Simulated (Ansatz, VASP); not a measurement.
**Two plane-wave programs on Mg2Si**

The input POSCAR:

```
Mg2Si
1.0
    0.0000000000      3.1698179195      3.1698179195
    3.1698179195      0.0000000000      3.1698179195
    3.1698179195      3.1698179195      0.0000000000
Mg Si
2 1
Direct
    1.1700000000      0.5870000000      1.2080000000
    1.6700000000      1.0870000000      1.7080000000
    0.9200000000      0.3370000000      0.9580000000
```

Contents of INCAR.step1:

```
SYSTEM = Mg2Si
PREC = Accurate ; ENCUT = 660
ISMEAR = -4 ; SIGMA = 0.1
LREAL = .False. ; LASPH = .True.
NELM = 120 ; NBANDS = 11
GGA = PE ; ALGO = Normal
EDIFF = 1E-5 ; LWAVE = .True.
LCHARG = .False. ; GGA_COMPAT = .False.
```

The input INCAR.step2:

```
SYSTEM = Mg2Si
PREC = Accurate ; ENCUT = 660
EDIFF = 1E-6 ; ISMEAR = -4
SIGMA = 0.1 ; LREAL = .False.
LASPH = .True. ; NELM = 120
ALGO = Normal ; ISIF = 2
LWAVE = .False. ; LCHARG = .False.
METAGGA = R2SCAN ; LMIXTAU = .True.
NBANDS = 11 ; ISTART = 1
GGA_COMPAT = .False.
```

The input KPOINTS:

```
Automatic mesh
0
Gamma
  4 4 4
  0 0 0
```

Input for Ansatz:

```yaml
crystal:
  lattice:
    - [0.0, 3.1698179195, 3.1698179195]
    - [3.1698179195, 0.0, 3.1698179195]
    - [3.1698179195, 3.1698179195, 0.0]
  atoms:
    - { symbol: Mg, position: [1.17, 0.587, 1.208] }
    - { symbol: Mg, position: [1.67, 1.087, 1.708] }
    - { symbol: Si, position: [0.92, 0.337, 0.958] }
basis: {}
kpoints:
  mp_grid: { grid: [4, 4, 4] }
hamiltonian:
  xc: r2scan
  pseudopotentials: { kind: nc }
scf:
  occupations: { method: tetrahedron_uncorrected }
  max_iter: 99
output:
  forces: true
  stress: true
  eigenvalues: true
```

Alike in both runs: task single point; functional r2SCAN; k mesh 4 × 4 × 4; no spin polarisation.

```csv
,VASP,Ansatz
version,VASP 6.6.1,Ansatz 0.2.0
potentials or method,"VASP PAW PBE potentials, release 64 (Mg, Si)","scalar-relativistic, plane waves, norm-conserving potentials"
plane-wave cutoff (eV),660,1143
occupations,tetrahedron,tetrahedron-uncorrected
valence electrons in the cell,8,24
```

VASP gave:

| Item | Value |
| --- | --- |
| gap on the k mesh at the Fermi level (eV) | 0.42 |
| least direct gap on the mesh (eV) | 2.47 |
| pressure (GPa) | -0.3 |

Task: Which values does Ansatz return?

Result: gap on the k mesh at the Fermi level (eV): 0.42; least direct gap on the mesh (eV): 2.47; pressure (GPa): -0.1.

VASP's potentials were made for PBE, not for r2SCAN. VASP's potentials hold 8 valence electrons a cell and Ansatz's 24, so a difference there can come from the potentials and not from the codes. Ansatz's warnings: band table not solved further.

The k mesh is coarse, so the values compare programs but aren't converged.
